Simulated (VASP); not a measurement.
# Si2W (I4/mmm) in VASP: further runs

Si2W is run at these levels: r2SCAN, PBEsol; tasks: single point.

All numbers are computed with VASP 6.6.1; they aren't measurements. Logs are shortened: lines on timing, memory, paths and dates and some standing lists are left out, and cuts for length are marked.

## 1. The cell of the first run

Symmetry: I4/mmm, No. 139, tetragonal system. Conventional cell: a = 3.117 Å, b = 3.117 Å, c = 7.883 Å, α = 90.00°, β = 90.00°, γ = 90.00°. Within 3.4 Å of Si (site symmetry 4mm) lie 5 W at 2.55 to 2.66 Å and 9 Si at 2.56 to 3.12 Å. Within 3.4 Å of W (site symmetry 4/mmm) lie 10 Si at 2.55 to 2.66 Å and 4 W at 3.12 Å.

## 2. Single point, r2SCAN (strained)

POSCAR

```
Si2W
1.0
   -1.5585266400      1.5585266400      3.9417336000
    1.5585266400     -1.5585266400      3.9417336000
    1.5585266400      1.5585266400     -3.9417336000
Si W
2 1
Direct
    0.3376627343      0.3376627343      0.0000000000
    0.6623372657      0.6623372657      0.0000000000
    0.0000000000      0.0000000000      0.0000000000
```

INCAR.step1

```
SYSTEM = Si2W
PREC = Accurate
ENCUT = 520
ISMEAR = 0
SIGMA = 0.1
LREAL = .FALSE.
LASPH = .TRUE.
NELM = 100
NBANDS = 18
GGA = PE
ALGO = Normal
EDIFF = 1E-4
LWAVE = .TRUE.
LCHARG = .FALSE.
```

INCAR.step2

```
SYSTEM = Si2W
PREC = Accurate
ENCUT = 520
EDIFF = 1E-7
ISMEAR = 0
SIGMA = 0.1
LREAL = .FALSE.
LASPH = .TRUE.
NELM = 100
ALGO = Normal
ISIF = 2
LWAVE = .FALSE.
LCHARG = .FALSE.
METAGGA = R2SCAN
LMIXTAU = .TRUE.
NBANDS = 18
ISTART = 1
```

KPOINTS

```
regular mesh
0
G
  18 18 18
  0 0 0
```

Potentials or basis: VASP PAW PBE potentials, release 64 (Si, W_sv).

Started as:

```console
$ cat potpaw_PBE.64/Si/POTCAR potpaw_PBE.64/W_sv/POTCAR > POTCAR
$ cp INCAR.step1 INCAR
$ mpirun -np 1 vasp_std > vasp.out
$ cp INCAR.step2 INCAR
$ mpirun -np 1 vasp_std > vasp.out
```

OUTCAR:

```text
SYSTEM = Si2W
   PREC = Accurate
   ENCUT = 520
   EDIFF = 1E-7
   ISMEAR = 0
   LREAL = .FALSE.
   LASPH = .TRUE.
   NELM = 100
   ISIF = 2
   METAGGA = R2SCAN
   ISTART = 1

 ion  position               nearest neighbor table
   1  0.338  0.338  0.000-   3 2.55   3 2.55   3 2.55   3 2.55   2 2.56   2 2.60   2 2.60   2 2.60
                             2 2.60   3 2.66
   2  0.662  0.662  0.000-   3 2.55   3 2.55   3 2.55   3 2.55   1 2.56   1 2.60   1 2.60   1 2.60
                             1 2.60   3 2.66
   3  0.000  0.000  0.000-   2 2.55   1 2.55   2 2.55   1 2.55   2 2.55   1 2.55   1 2.55   2 2.55
                             1 2.66   2 2.66

  LATTYP: Found a body centered tetragonal cell.
 ALAT       =     3.1170532800
 C/A-ratio  =     2.5291409841

  Lattice vectors:

 A1 = (  -1.5585266400,   1.5585266400,   3.9417336000)
 A2 = (   1.5585266400,  -1.5585266400,   3.9417336000)
 A3 = (   1.5585266400,   1.5585266400,  -3.9417336000)

Analysis of symmetry for initial positions (statically):
=====================================================================
 Subroutine PRICEL returns:
 Original cell was already a primitive cell.

 Routine SETGRP: Setting up the symmetry group for a
 body centered tetragonal supercell.

 Subroutine GETGRP returns: Found 16 space group operations
 (whereof 16 operations were pure point group operations)
 out of a pool of 16 trial point group operations.

The static configuration has the point symmetry D_4h.

Analysis of symmetry for dynamics (positions and initial velocities):
=====================================================================
 Subroutine PRICEL returns:
 Original cell was already a primitive cell.

 Routine SETGRP: Setting up the symmetry group for a
 body centered tetragonal supercell.

 Subroutine GETGRP returns: Found 16 space group operations
 (whereof 16 operations were pure point group operations)
 out of a pool of 16 trial point group operations.

The dynamic configuration has the point symmetry D_4h.

 Subroutine INISYM returns: Found 16 space group operations
 (whereof 16 operations are pure point group operations),
 and found     1 'primitive' translations

----------------------------------------------------------------------------------------

                                     Primitive cell

  volume of cell :      38.2980

  direct lattice vectors                    reciprocal lattice vectors
    -1.558526640  1.558526640  3.941733600     0.000000000  0.320815819  0.126847740
     1.558526640 -1.558526640  3.941733600     0.320815819  0.000000000  0.126847740
     1.558526640  1.558526640 -3.941733600     0.320815819  0.320815819  0.000000000

  length of vectors
     4.516112748  4.516112748  4.516112748     0.344982809  0.344982809  0.453702082

  position of ions in fractional coordinates (direct lattice)
     0.337662734  0.337662734  0.000000000
     0.662337266  0.662337266  0.000000000
     0.000000000  0.000000000  0.000000000

  ion indices of the primitive-cell ions
   primitive index   ion index
                 1           1
                 2           2
                 3           3

----------------------------------------------------------------------------------------

 KPOINTS: regular mesh

Automatic generation of k-mesh.
 Grid dimensions read from file:
 generate k-points for:   18   18   18

 Generating k-lattice:

  Cartesian coordinates                     Fractional coordinates (reciprocal lattice)
     0.000000000  0.017823101  0.007047097     0.055555556  0.000000000  0.000000000
     0.017823101  0.000000000  0.007047097     0.000000000  0.055555556  0.000000000
     0.017823101  0.017823101  0.000000000     0.000000000  0.000000000  0.055555556

  Length of vectors
     0.019165712  0.019165712  0.025205671

  Shift w.r.t. Gamma in fractional coordinates (k-lattice)
     0.000000000  0.000000000  0.000000000

 Subroutine IBZKPT returns following result:
 ===========================================

 Found    480 irreducible k-points:

 Following reciprocal coordinates:
            Coordinates               Weight
  0.000000  0.000000  0.000000      1.000000
  0.055556 -0.000000  0.000000      8.000000
  0.111111 -0.000000  0.000000      8.000000
  0.166667 -0.000000  0.000000      8.000000
  0.222222 -0.000000  0.000000      8.000000
  0.277778 -0.000000  0.000000      8.000000
[... 16 lines left out ...]
 -0.277778  0.055556 -0.000000     16.000000
 -0.222222  0.055556 -0.000000     16.000000
 [... further k-points ...]
   k-points           NKPTS =    480   k-points in BZ     NKDIM =    480   number of bands    NBANDS=     18
   number of dos      NEDOS =    301   number of ions     NIONS =      3
   total plane-waves  NPLWV =  46656
   dimension x,y,z NGX =    36 NGY =   36 NGZ =   36
   dimension x,y,z NGXF=    72 NGYF=   72 NGZF=   72
   ions per type =               2   1
   NGX,Y,Z   is equivalent  to a cutoff of  13.25, 13.25, 13.25 a.u.
   NGXF,Y,Z  is equivalent  to a cutoff of  26.50, 26.50, 26.50 a.u.
 SYSTEM =  Si2W
   PREC   = accura    normal or accurate (medium, high low for compatibility)
   ISTART =      1    job   : 0-new  1-cont  2-samecut
   ICHARG =      0    charge: 1-file 2-atom 10-const
   ISPIN  =      1    spin polarized calculation?
   LNONCOLLINEAR =      F non collinear calculations
   LSORBIT =      F    spin-orbit coupling
   LASPH  =      T    aspherical Exc in radial PAW
   ENCUT  =  520.0 eV  38.22 Ry    6.18 a.u.   8.40  8.40  8.40*2*pi/ulx,y,z
   NELM   =    100;   NELMIN=  2; NELMDL=  0     # of ELM steps
   EDIFF  = 0.1E-06   stopping-criterion for ELM
   LREAL  =      F    real-space projection
   EDIFFG = 0.1E-05   stopping-criterion for IOM
   NSW    =      0    number of steps for IOM
   IBRION =     -1    ionic relax: 0-MD 1-quasi-New 2-CG
   NFREE  =      0    steps in history (QN), initial steepest desc. (CG)
   ISIF   =      2    stress and relaxation
   ISYM   =      2    0-nonsym 1-usesym 2-fastsym
   POTIM  = 0.5000    time-step for ionic-motion
   TEBEG  =    0.0;   TEEND  =   0.0 temperature during run
   PSTRESS=    0.0 pullay stress
   NELECT =      22.0000    total number of electrons
   NUPDOWN=      -1.0000    fix difference up-down
   EMIN   =  10.00;   EMAX   =-10.00  energy-range for DOS
   EFERMI =   0.00;   METHOD = LEGACY
   ISMEAR =     0;   SIGMA  =   0.10  broadening in eV -4-tet -1-fermi 0-gaus
   EFERMI_NEDOS =   21; number of points for ismear=-14 and -15
   IALGO  =     38    algorithm
   IMIX   =      4    mixing-type and parameters
     AMIX     =   0.40;   BMIX     =  1.00
     AMIX_MAG =   1.60;   BMIX_MAG =  1.00
  volume/ion in A,a.u.               =      12.77        86.15
  Fermi-wavevector in a.u.,A,eV,Ry     =   1.360892  2.571714 25.198376  1.852028
  Thomas-Fermi vector in A             =   2.487516
   LORBIT       =      0    0 simple, 1 ext, 2 COOP (PROOUT), +10 PAW based schemes
   METAGGA = R2SCAN    functional components
   LHFCALC =     F    Hartree Fock is set to
   AEXX    =    0.0000 exact exchange contribution
   IVDW    =     0    specifies the selected vdW correction
   LEPSILON=     F    determine dielectric tensor
   LRPA    =     F    only Hartree local field effects (RPA)
 non-spin polarized calculation
 Gauss-broadening in eV      SIGMA  =   0.10
  energy-cutoff  :      520.00
  volume of cell :       38.30
 maximum number of plane-waves:      1054
 NGX is ok and might be reduce to    36
   NGX = 17   NGY = 17   NGZ = 17

 number of electron      22.0000000 magnetization

 Free energy of the ion-electron system (eV)
  ---------------------------------------------------
  ext. energy  EPLUGINS =         0.00000000
  ---------------------------------------------------
  free energy    TOTEN  =       -69.66735363 eV

  energy without entropy =      -69.66664400  energy(sigma->0) =      -69.66699882

 E-fermi :  12.8300     XC(G=0): -13.7981

 val. band max:       12.8176507122   @ k =  -0.3889   0.5000   0.3333
 cond. band min:      12.8694974620   @ k =  -0.3333  -0.3333   0.2778
 fundamental gap:      0.0518467497
 Fermi energy:        12.8299778488

 k-point     1 :       0.0000    0.0000    0.0000
  band No.  band energies     occupation
      1     -62.8759      2.00000
      2     -26.5820      2.00000
      3     -26.4895      2.00000
      4     -26.4895      2.00000
      5      -2.5969      2.00000
      6       4.9119      2.00000
[... 10 lines left out ...]
     17      18.9968      0.00000
     18      18.9968      0.00000

 k-point     2 :       0.0556   -0.0000    0.0000
  band No.  band energies     occupation
      1     -62.8755      2.00000
      2     -26.5811      2.00000
      3     -26.4998      2.00000
      4     -26.4885      2.00000
      5      -2.5298      2.00000
      6       4.9264      2.00000
[... 10 lines left out ...]
     17      19.0096      0.00000
     18      19.2992      0.00000

 k-point     3 :       0.1111   -0.0000    0.0000
  band No.  band energies     occupation
      1     -62.8743      2.00000
      2     -26.5785      2.00000
      3     -26.5294      2.00000
      4     -26.4857      2.00000
      5      -2.3302      2.00000
      6       4.9610      2.00000
[... 10 lines left out ...]
     17      19.1059      0.00000
     18      20.0120      0.00000

 k-point     4 :       0.1667   -0.0000    0.0000
  band No.  band energies     occupation
      1     -62.8724      2.00000
      2     -26.5759      2.00000
      3     -26.5732      2.00000
      4     -26.4814      2.00000
      5      -2.0033      2.00000
      6       4.9859      2.00000
[... 375 lines left out ...]
      4     -26.4751      2.00000
      5      -0.3882      2.00000
      6       4.3955      2.00000
[... 10 lines left out ...]
     17      20.9652      0.00000
     18      21.8864      0.00000

 k-point    23 :      -0.2778    0.0556   -0.0000
  band No.  band energies     occupation
      1     -62.8673      2.00000
      2     -26.6860      2.00000
      3     -26.5624      2.00000
      4     -26.4805      2.00000
      5      -1.0251      2.00000
      6       4.9484      2.00000
[... 10 lines left out ...]
     17      20.7025      0.00000
     18      21.7774      0.00000

 k-point    24 :      -0.2222    0.0556   -0.0000
  band No.  band energies     occupation
      1     -62.8697      2.00000
      2     -26.6283      2.00000
      3     -26.5677      2.00000
      4     -26.4862      2.00000
      5      -1.5641      2.00000
      6       5.2251      2.00000
[... 10 lines left out ...]
     17      19.8933      0.00000
     18      21.9912      0.00000

 [... further k-points ...]

------------------------ aborting loop because EDIFF is reached ----------------------------------------

  FORCE on cell =-STRESS in cart. coord.  units (eV):
  Direction    XX          YY          ZZ          XY          YZ          ZX
  --------------------------------------------------------------------------------------
  -------------------------------------------------------------------------------------
  Total        4.5935847      4.5935847      0.5160572      0.0000000      0.0000000      0.0000000
  in kB      192.1704429    192.1704429     21.5890097      0.0000000      0.0000000      0.0000000
  external PRESSURE =     135.3099651 kB  Pullay stress =       0.0000000 kB

 VOLUME and BASIS-vectors are now :
 -----------------------------------------------------------------------------
  energy-cutoff  :      520.00
  volume of cell :       38.30
      direct lattice vectors                 reciprocal lattice vectors
    -1.558526640  1.558526640  3.941733600     0.000000000  0.320815819  0.126847740
     1.558526640 -1.558526640  3.941733600     0.320815819  0.000000000  0.126847740
     1.558526640  1.558526640 -3.941733600     0.320815819  0.320815819  0.000000000

 POSITION                                       TOTAL-FORCE (eV/Angst)
 -----------------------------------------------------------------------------------
      0.00000      0.00000      2.66195         0.000000      0.000000     -0.654142
      0.00000      0.00000      5.22151        -0.000000     -0.000000      0.654142
      0.00000      0.00000      0.00000        -0.000000     -0.000000     -0.000000
 -----------------------------------------------------------------------------------
    total drift:                                0.000000     -0.000000      0.000000

  FREE ENERGIE OF THE ION-ELECTRON SYSTEM (eV)
  ---------------------------------------------------
  free  energy   TOTEN  =       -69.6673536339 eV

  energy  without entropy=      -69.6666439970  energy(sigma->0) =      -69.66699882
```

It took 38 min on 1 thread of Intel Xeon Platinum 8259CL at 2.50GHz (Skylake/Cascade Lake), shared host; peak memory 0.46 GiB.

What came out:

| Quantity | Value |
| --- | --- |
| Free energy | -69.6674 eV |
| Pressure | 13.5 GPa |
| Largest force | 0.654 eV/Å |
| Band gap on the k mesh | zero (bands 11 and 12 overlap by 1.51 eV) |

Forces on the atoms (eV/Å):
```
Si   0.000  0.000 -0.654
Si   0.000  0.000  0.654
W    0.000  0.000  0.000
```

Stress tensor (GPa, compression positive):
```
19.22  0.00  0.00
 0.00 19.22  0.00
 0.00  0.00  2.16
```

Caveat: the cell differs from its parent crystal (strained); the stress differs along the axes, from 2 to 19 GPa; the PAW data sets were made with another functional, which shifts forces and pressure a little; spin-orbit coupling is left out, which moves the levels of the heavy elements.

## 3. Single point, PBEsol (strained)

INCAR

```
PREC     = Accurate       # precision mode
ENCUT    = 520            # plane-wave cutoff, eV
EDIFF    = 1E-6           # SCF threshold, eV
ISMEAR   = 0              # smearing method
SIGMA    = 0.1            # smearing width, eV
LREAL    = False          # projectors in reciprocal space
LASPH    = True           # aspherical terms in the spheres
NELM     = 80             # most SCF steps
ALGO     = Normal         # electronic algorithm
ISIF     = 2              # what is computed and relaxed
LWAVE    = False          # write WAVECAR
LCHARG   = False          # write CHGCAR
GGA      = PS             # functional
NBANDS   = 18             # bands
```

KPOINTS

```
Automatic mesh
0
Gamma
  18 18 18
```

POSCAR

```
Si2W
1.0
   -1.5983393800      1.5983393800      4.1576062000
    1.5983393800     -1.5983393800      4.1576062000
    1.5983393800      1.5983393800     -4.1576062000
Si W
2 1
Direct
    0.3563136714      0.3563136714      0.0000000000
    0.6436863286      0.6436863286      0.0000000000
    0.0000000000      0.0000000000      0.0000000000
```

Potentials or basis: VASP PAW PBE potentials, release 64 (Si, W_sv).

Started as:

```console
$ cat potpaw_PBE.64/Si/POTCAR potpaw_PBE.64/W_sv/POTCAR > POTCAR
$ mpirun -np 1 vasp_std > vasp.out
```

Run time: 5 min. Hardware: 1 thread of AMD EPYC 9R45 (Zen 5), shared host; peak memory 0.44 GiB.

The run converged. Its results:

| Property | Result |
| --- | --- |
| Free energy | -25.9786 eV |
| Pressure | -2.4 GPa |
| Largest force | 2.954 eV/Å |
| Band gap on the k mesh | zero (bands 11 and 12 overlap by 0.59 eV) |

Forces in eV/Å, atoms in the order of the input:
```
Si   0.000  0.000 -2.954
Si   0.000  0.000  2.954
W    0.000  0.000  0.000
```

Stress tensor (GPa, compression positive):
```
 1.02  0.00  0.00
 0.00  1.02  0.00
 0.00  0.00 -9.17
```

Levels at points of the mesh, in eV from the Fermi level:
```tsv
k point	band 8	band 9	band 10	band 11	band 12	band 13	band 14	band 15
(0.00, 0.00, 0.00)	-3.81	-2.06	-2.06	0.33	2.17	2.17	3.91	3.95
(0.50, 0.00, 0.00)	-4.84	-3.27	-2.51	-0.19	2.25	2.57	3.45	3.93
(0.50, 0.50, 0.00)	-4.67	-3.94	-3.72	-2.60	2.71	2.88	3.08	3.67
(0.50, 0.50, 0.50)	-1.76	-0.70	-0.70	0.01	0.01	0.41	3.49	3.85
```

Caveat: the cell differs from its parent crystal (strained); the stress differs along the axes, from -9 to 1 GPa; the PAW data sets were made with another functional, which shifts forces and pressure a little; spin-orbit coupling is left out, which moves the levels of the heavy elements.

The gap in the log of VASP goes by the Fermi energy; the results here count the filled bands.